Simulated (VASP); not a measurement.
# GdRu3 (Pm-3m) in VASP: single point with PBE+U

Aim: the single point of GdRu3 with PBE+U.

Program: VASP 6.6.1. These are calculated values, not measurements. Logs are shortened: lines on timing, memory, paths and dates and some standing lists are left out, and cuts for length are marked.

### 1 The cell of the first run

It takes space group Pm-3m (No. 221, cubic). Conventional cell: a = 3.992 Å, b = 3.992 Å, c = 3.992 Å, α = 90.00°, β = 90.00°, γ = 90.00°. Within 3.7 Å of Gd (site symmetry m-3m) lie 12 Ru at 2.82 Å. Within 3.7 Å of Ru (site symmetry 4/mmm) lie 4 Gd at 2.82 Å and 8 Ru at 2.82 Å.

### 2 Single point, PBE+U, collinear spin (15.91 Å³/atom)

INCAR

```
  PREC = Accurate
  ENCUT = 520
  EDIFF = 1E-7
  ISMEAR = 0
  SIGMA = 0.05
  LREAL = F
  LASPH = T
  NELM = 150
  ALGO = Normal
  ISIF = 2
  LWAVE = F
  LCHARG = F
  ISPIN = 2
  MAGMOM = 7.71 -0.32 -0.32 -0.32
  LORBIT = 11
  LMAXMIX = 6
  LDAU = T
  LDAUTYPE = 2
  LDAUL = 3 -1
  LDAUU = 6 0
  LDAUJ = 0 0
  LDAUPRINT = 1
  GGA = PE
  NBANDS = 42
```

KPOINTS

```
regular mesh
0
Gamma
  8 8 8
```

POSCAR

```
GdRu3
1.0
    3.9923833807      0.0000000000      0.0000000000
    0.0000000000      3.9923833807      0.0000000000
    0.0000000000      0.0000000000      3.9923833807
Gd Ru
1 3
Direct
    0.0000000000      0.0000000000      0.0000000000
    0.0000000000      0.5000000000      0.5000000000
    0.5000000000      0.5000000000      0.0000000000
    0.5000000000      0.0000000000      0.5000000000
```

Potentials or basis: VASP PAW PBE potentials, release 64 (Gd, Ru_pv).

Command:

```sh
cat potpaw_PBE.64/Gd/POTCAR potpaw_PBE.64/Ru_pv/POTCAR > POTCAR
mpirun -np 1 vasp_std > vasp.out
```

OUTCAR:

```text
PREC = Accurate
   ENCUT = 520
   EDIFF = 1E-7
   ISMEAR = 0
   LREAL = F
   LASPH = T
   NELM = 150
   ISIF = 2
   ISPIN = 2
   LORBIT = 11
   GGA = PE

 ion  position               nearest neighbor table
   1  0.000  0.000  0.000-   2 2.82   3 2.82   4 2.82   2 2.82   4 2.82   2 2.82   3 2.82   2 2.82
                             3 2.82   4 2.82   4 2.82   3 2.82
   2  0.000  0.500  0.500-   1 2.82   3 2.82   4 2.82   1 2.82   3 2.82   1 2.82   4 2.82   1 2.82
                             3 2.82   4 2.82   3 2.82   4 2.82
   3  0.500  0.500  0.000-   1 2.82   2 2.82   4 2.82   2 2.82   4 2.82   1 2.82   4 2.82   4 2.82
                             1 2.82   2 2.82   2 2.82   1 2.82
   4  0.500  0.000  0.500-   1 2.82   2 2.82   3 2.82   1 2.82   3 2.82   2 2.82   3 2.82   3 2.82
                             1 2.82   2 2.82   1 2.82   2 2.82

  LATTYP: Found a simple cubic cell.
 ALAT       =     3.9923833807

  Lattice vectors:

 A1 = (   3.9923833807,   0.0000000000,   0.0000000000)
 A2 = (   0.0000000000,   3.9923833807,   0.0000000000)
 A3 = (   0.0000000000,   0.0000000000,   3.9923833807)

Analysis of symmetry for initial positions (statically):
=====================================================================
 Subroutine PRICEL returns:
 Original cell was already a primitive cell.

 Routine SETGRP: Setting up the symmetry group for a
 simple cubic supercell.

 Subroutine GETGRP returns: Found 48 space group operations
 (whereof 48 operations were pure point group operations)
 out of a pool of 48 trial point group operations.

The static configuration has the point symmetry O_h .

Analysis of symmetry for dynamics (positions and initial velocities):
=====================================================================
 Subroutine PRICEL returns:
 Original cell was already a primitive cell.

 Routine SETGRP: Setting up the symmetry group for a
 simple cubic supercell.

 Subroutine GETGRP returns: Found 48 space group operations
 (whereof 48 operations were pure point group operations)
 out of a pool of 48 trial point group operations.

The dynamic configuration has the point symmetry O_h .

Analysis of structural, dynamic, and magnetic symmetry:
=====================================================================
 Subroutine PRICEL returns:
 Original cell was already a primitive cell.

 Routine SETGRP: Setting up the symmetry group for a
 simple cubic supercell.

 Subroutine GETGRP returns: Found 48 space group operations
 (whereof 48 operations were pure point group operations)
 out of a pool of 48 trial point group operations.

The overall configuration has the point symmetry O_h .

 Subroutine INISYM returns: Found 48 space group operations
 (whereof 48 operations are pure point group operations),
 and found     1 'primitive' translations

----------------------------------------------------------------------------------------
[... 138 lines left out ...]
   NGX = 15   NGY = 15   NGZ = 15

atom =   1  type =  1  l = 3

 onsite density matrix

spin component  1

  0.9898  0.0000  0.0018  0.0000  0.0000  0.0000 -0.0000
  0.0000  0.9931 -0.0000  0.0000 -0.0000  0.0000 -0.0000
  0.0018 -0.0000  0.9888 -0.0000  0.0000 -0.0000  0.0000
  0.0000  0.0000 -0.0000  0.9912  0.0000 -0.0000  0.0000
  0.0000 -0.0000  0.0000  0.0000  0.9888  0.0000 -0.0018
  0.0000  0.0000 -0.0000 -0.0000  0.0000  0.9874  0.0000
 -0.0000 -0.0000  0.0000  0.0000 -0.0018  0.0000  0.9898

spin component  2

  0.0087 -0.0000 -0.0024 -0.0000 -0.0000  0.0000  0.0000
 -0.0000  0.0092  0.0000  0.0000  0.0000  0.0000  0.0000
 -0.0024  0.0000  0.0100  0.0000 -0.0000  0.0000 -0.0000
 -0.0000  0.0000  0.0000  0.0069  0.0000  0.0000 -0.0000
 -0.0000  0.0000 -0.0000  0.0000  0.0100  0.0000  0.0024
  0.0000  0.0000  0.0000  0.0000  0.0000  0.0119  0.0000
  0.0000  0.0000 -0.0000 -0.0000  0.0024  0.0000  0.0087

 occupancies and eigenvectors

  o =  0.0069  v =  0.0000  0.0000  0.0000  0.0000  0.0000  0.0000  0.0000  0.7906  0.0000  0.6124  0.0001  0.0002 -0.0000 -0.0002      0.0000  0.0000  0.0000  0.0000  0.0000  0.0000  0.0000  0.0000  0.0000  0.0000  0.0000  0.0000  0.0000  0.0000
  o =  0.0069  v =  0.0000  0.0000  0.0000  0.0000  0.0000  0.0000  0.0000  0.0002 -0.0000  0.0002  0.0001 -0.6124 -0.0000  0.7906      0.0000  0.0000  0.0000  0.0000  0.0000  0.0000  0.0000  0.0000  0.0000  0.0000  0.0000  0.0000  0.0000  0.0000
  o =  0.0069  v =  0.0000  0.0000  0.0000  0.0000  0.0000  0.0000  0.0000 -0.0001 -0.0000 -0.0000  1.0000  0.0000 -0.0000 -0.0001      0.0000  0.0000  0.0000  0.0000  0.0000  0.0000  0.0000  0.0000  0.0000  0.0000  0.0000  0.0000  0.0000  0.0000
  o =  0.0092  v =  0.0000  0.0000  0.0000  0.0000  0.0000  0.0000  0.0000  0.0000 -1.0000  0.0000 -0.0000  0.0000  0.0000  0.0000      0.0000  0.0000  0.0000  0.0000  0.0000  0.0000  0.0000  0.0000  0.0000  0.0000  0.0000  0.0000  0.0000  0.0000
  o =  0.0119  v =  0.0000  0.0000  0.0000  0.0000  0.0000  0.0000  0.0000  0.0000 -0.0000  0.0000  0.0000 -0.0004  1.0000 -0.0003      0.0000  0.0000  0.0000  0.0000  0.0000  0.0000  0.0000  0.0000  0.0000  0.0000  0.0000  0.0000  0.0000  0.0000
  o =  0.0119  v =  0.0000  0.0000  0.0000  0.0000  0.0000  0.0000  0.0000  0.6124  0.0000 -0.7906 -0.0000  0.0000  0.0000  0.0000      0.0000  0.0000  0.0000  0.0000  0.0000  0.0000  0.0000  0.0000  0.0000  0.0000  0.0000  0.0000  0.0000  0.0000
  o =  0.0119  v =  0.0000  0.0000  0.0000  0.0000  0.0000  0.0000  0.0000  0.0000 -0.0000 -0.0000 -0.0000 -0.7906 -0.0005 -0.6124      0.0000  0.0000  0.0000  0.0000  0.0000  0.0000  0.0000  0.0000  0.0000  0.0000  0.0000  0.0000  0.0000  0.0000
  o =  0.9874  v = -0.0001 -0.0000  0.0001 -0.0000 -0.7877 -0.0848 -0.6102  0.0000  0.0000  0.0000  0.0000  0.0000  0.0000  0.0000      0.0000  0.0000  0.0000  0.0000  0.0000  0.0000  0.0000  0.0000  0.0000  0.0000  0.0000  0.0000  0.0000  0.0000
  o =  0.9874  v = -0.0087  0.0000  0.0112  0.0000  0.0670 -0.9963  0.0519  0.0000  0.0000  0.0000  0.0000  0.0000  0.0000  0.0000      0.0000  0.0000  0.0000  0.0000  0.0000  0.0000  0.0000  0.0000  0.0000  0.0000  0.0000  0.0000  0.0000  0.0000
  o =  0.9874  v =  0.6123 -0.0000 -0.7905  0.0000  0.0008 -0.0141  0.0006  0.0000  0.0000  0.0000  0.0000  0.0000  0.0000  0.0000      0.0000  0.0000  0.0000  0.0000  0.0000  0.0000  0.0000  0.0000  0.0000  0.0000  0.0000  0.0000  0.0000  0.0000
  o =  0.9912  v =  0.0001  0.0000  0.0000  0.9996 -0.0180  0.0000  0.0232  0.0000  0.0000  0.0000  0.0000  0.0000  0.0000  0.0000      0.0000  0.0000  0.0000  0.0000  0.0000  0.0000  0.0000  0.0000  0.0000  0.0000  0.0000  0.0000  0.0000  0.0000
  o =  0.9912  v = -0.0001  0.0000 -0.0001  0.0293  0.6121 -0.0000 -0.7902  0.0000  0.0000  0.0000  0.0000  0.0000  0.0000  0.0000      0.0000  0.0000  0.0000  0.0000  0.0000  0.0000  0.0000  0.0000  0.0000  0.0000  0.0000  0.0000  0.0000  0.0000
  o =  0.9912  v = -0.7906 -0.0000 -0.6124  0.0001 -0.0001  0.0000  0.0001  0.0000  0.0000  0.0000  0.0000  0.0000  0.0000  0.0000      0.0000  0.0000  0.0000  0.0000  0.0000  0.0000  0.0000  0.0000  0.0000  0.0000  0.0000  0.0000  0.0000  0.0000
  o =  0.9931  v =  0.0000 -1.0000  0.0000  0.0000  0.0000  0.0000 -0.0000  0.0000  0.0000  0.0000  0.0000  0.0000  0.0000  0.0000      0.0000  0.0000  0.0000  0.0000  0.0000  0.0000  0.0000  0.0000  0.0000  0.0000  0.0000  0.0000  0.0000  0.0000

 number of electron      59.9999985 magnetization       6.4555979

 Free energy of the ion-electron system (eV)
  ---------------------------------------------------
  ext. energy  EPLUGINS =         0.00000000
  ---------------------------------------------------
  free energy    TOTEN  =       -37.73012859 eV

  energy without entropy =      -37.72180112  energy(sigma->0) =      -37.72596485

 E-fermi :   9.1524     XC(G=0): -13.2766

 val. band max:        9.1497041848   @ k =   0.5000   0.3750   0.1250
 cond. band min:       9.1560521412   @ k =   0.5000   0.2500   0.1250
 fundamental gap:      0.0063479564
 Fermi energy:         9.1524121529

 spin component 1

 k-point     1 :       0.0000    0.0000    0.0000
  band No.  band energies     occupation
      1     -34.1476      1.00000
      2     -33.0560      1.00000
      3     -33.0560      1.00000
      4     -33.0560      1.00000
      5     -32.7298      1.00000
      6     -32.7298      1.00000
[... 2153 lines left out ...]
     41      14.7795      0.00000
     42      15.9099      0.00000

 [... further k-points ...]

------------------------ aborting loop because EDIFF is reached ----------------------------------------

  FORCE on cell =-STRESS in cart. coord.  units (eV):
  Direction    XX          YY          ZZ          XY          YZ          ZX
  --------------------------------------------------------------------------------------
  -------------------------------------------------------------------------------------
  Total        4.3044662      4.3044662      4.3044662      0.0000000     -0.0000000      0.0000000
  in kB      108.3760121    108.3760121    108.3760121      0.0000000     -0.0000000      0.0000000
  external PRESSURE =     108.3760121 kB  Pullay stress =       0.0000000 kB

 VOLUME and BASIS-vectors are now :
 -----------------------------------------------------------------------------
  energy-cutoff  :      520.00
  volume of cell :       63.64
      direct lattice vectors                 reciprocal lattice vectors
     3.992383381  0.000000000  0.000000000     0.250476947  0.000000000  0.000000000
     0.000000000  3.992383381  0.000000000     0.000000000  0.250476947  0.000000000
     0.000000000  0.000000000  3.992383381     0.000000000  0.000000000  0.250476947

 POSITION                                       TOTAL-FORCE (eV/Angst)
 -----------------------------------------------------------------------------------
      0.00000      0.00000      0.00000         0.000000      0.000000      0.000000
      0.00000      1.99619      1.99619         0.000000      0.000000      0.000000
      1.99619      1.99619      0.00000         0.000000      0.000000      0.000000
      1.99619      0.00000      1.99619         0.000000      0.000000      0.000000
 -----------------------------------------------------------------------------------
    total drift:                                0.000000      0.000000     -0.000000

  FREE ENERGIE OF THE ION-ELECTRON SYSTEM (eV)
  ---------------------------------------------------
  free  energy   TOTEN  =       -37.7301285862 eV

  energy  without entropy=      -37.7218011162  energy(sigma->0) =      -37.72596485

 total charge

# of ion       s       p       d       f       tot
--------------------------------------------------
    1        2.077   5.631   0.805   6.985  15.498
    2        0.392   6.186   6.065   0.000  12.643
    3        0.392   6.186   6.065   0.000  12.643
    4        0.392   6.186   6.065   0.000  12.643
--------------------------------------------------
tot          3.254  24.189  18.999   6.985  53.427

 magnetization (x)

# of ion       s       p       d       f       tot
--------------------------------------------------
    1        0.005  -0.073   0.091   6.858   6.882
    2       -0.000   0.006  -0.235   0.000  -0.229
    3       -0.000   0.006  -0.235   0.000  -0.229
    4       -0.000   0.006  -0.235   0.000  -0.229
--------------------------------------------------
tot          0.004  -0.054  -0.614   6.858   6.195
```

It took 6.8 min on 1 thread of Oxide Virtual Turin-like, shared host; peak memory 0.27 GiB.

Results:

* Free energy: -37.7301 eV
* Pressure: 10.8 GPa
* Net moment: 6.46 μB per cell
* Site moments: Gd +6.88; Ru -0.23 μB
* Valence electrons inside the program's atomic spheres: Gd 15.50; Ru 12.64

Eigenvalues of the final occupation matrices:
```
    site  spin  trace                         eigenvalues
site 1 f     1   6.93  0.99 0.99 0.99 0.99 0.99 0.99 0.99
site 1 f     2   0.07  0.01 0.01 0.01 0.01 0.01 0.01 0.01
```

Caveat: the cell stands under pressure; spin-orbit coupling is left out, which moves the levels of the heavy elements.
